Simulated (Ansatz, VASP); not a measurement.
# CuO: VASP beside Ansatz

```xyz
4
Lattice="0.0000 -2.1306 -2.1306 -2.1306 0.0000 -2.1306 2.1306 2.1306 -4.2612" Properties=species:S:1:pos:R:3 pbc="T T T"
Cu    0.0235   -0.0338   -4.1693
Cu    0.0235    2.0967   -6.2999
O    -0.0235    0.0338   -6.4836
O    -0.0235    0.0338   -2.2224
```

Change from the starting cell: volume scaled by 1.02.

Alike in both runs: task single point; functional PBE; k mesh 10 × 10 × 6; occupations fermi-dirac, width 0.05 eV; no spin polarisation.

|  | VASP | Ansatz |
| --- | --- | --- |
| version | VASP 6.6.1 | Ansatz 0.2.0 |
| potentials or method | VASP PAW PBE potentials, release 64 (Cu, O), cutoff 520 eV | all-electron LAPW, scalar-relativistic |

Ansatz gave:

```
gap on the k mesh at the Fermi level (eV)                     : none
pressure (GPa)                                                : 1.9
traceless stress, the component that is largest in VASP (GPa) : 4.49
rms of the force components (eV/Å)                            : 0.631
```

Estimate VASP's values.

gap on the k mesh at the Fermi level (eV): none; pressure (GPa): 2.3; traceless stress, the component that is largest in VASP (GPa): 4.73; rms of the force components (eV/Å): 0.658.

Atom by atom the forces differ by 0.027 eV/Å (rms over components). A gap of «none» marks a metal or a gap that the smearing closes. Ansatz ran all-electron here, and VASP with PAW potentials.
